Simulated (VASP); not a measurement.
The system is NiPt.

```
Ni Pt
1.0
     2.70994    0.00000    0.00000
     0.00000    2.70994    0.00000
     0.00000    0.00000    3.57832
Ni Pt
1 1
Direct
  0.50000 0.50000 0.50000
  0.00000 0.00000 0.00000
```

Base run:

```yaml
Program: VASP 6.6.1
Functional: LDA
Potentials_or_basis: VASP PAW LDA potentials, release 64 (Ni, Pt)
Cutoff: 520 eV
k_mesh: 11 × 11 × 8
Occupations: fermi-dirac, width 0.1 eV
Spin: collinear spin, ferromagnetic start
Starting_moments: "[0.344, 0.176] μB"
Fixed_moment: 0.52 μB
```

Its results: pressure -12.1 GPa; site moments Ni +0.36; Pt +0.15 μB.

Task: The run is repeated on the same cell with these changes: fixed moment from 0.52 μB to 0.83 μB; moments at the start from [0.34, 0.18] to [0.55, 0.28]. What comes out?

Result: Pressure -11.7 GPa; site moments Ni +0.57; Pt +0.26 μB.

Caveats: the cell stands under tension; the total moment is fixed, so each spin has its own Fermi level and the state may be an excited one.
